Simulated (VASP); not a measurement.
Write the native input for VASP 6.6.1 that does the following.

```
Task                   : single point
Functional             : PBE
Dispersion             : D3(BJ)
Potentials or basis    : VASP PAW PBE potentials, release 64 (K_sv)
Cutoff                 : 520 eV
k mesh                 : 12 × 12 × 12
Occupations            : gaussian, width 0.15 eV
Spin                   : no spin polarisation
Dipole correction      : no
Further INCAR settings : ALGO = Fast; EDIFF = 1e-06; NBANDS = 10
```

The structure of K lies in POSCAR:

```
K
1.0
    0.0000000000      3.4257915462      3.3918728180
    3.3918728180      0.0000000000      3.3918728180
    3.3918728180      3.4257915462      0.0000000000
K
1
Direct
    0.0000000000      0.0000000000      0.0000000000
```

This isn't the form of K at room conditions, which is bcc.

This cell differs from its parent crystal: strain +0.0100 x Voigt [0, 1, 0, 0, 0, 0].

The input as run:

INCAR

```
ALGO = Fast
EDIFF = 1E-6
ENCUT = 520
GGA = PE
ISIF = 2
ISMEAR = 0
IVDW = 12
LASPH = T
LCHARG = F
LREAL = F
LWAVE = F
NBANDS = 10
NELM = 100
PREC = Accurate
SIGMA = 0.15
```

KPOINTS

```
k-points
0
Gamma
  12 12 12
```

Potentials or basis: VASP PAW PBE potentials, release 64 (K_sv).

Launch:

```sh
$ cat potpaw_PBE.64/K_sv/POTCAR > POTCAR
$ mpirun -np 1 vasp_std > vasp.out
```

Results of the run:

```yaml
Pressure: -0.4 GPa
Band_gap_on_the_k_mesh: zero (an odd number of electrons rules out a gap without spin polarisation)
Dispersion_energy_per_atom: -0.105 eV
```

Caveat: the cell differs from its parent crystal (strain +0.0100 x Voigt [0, 1, 0, 0, 0, 0]).

It took 37 s on 1 thread of Intel(R) Xeon(R) 6975P-C (Granite Rapids), on a shared host, peak memory 0.29 GiB.
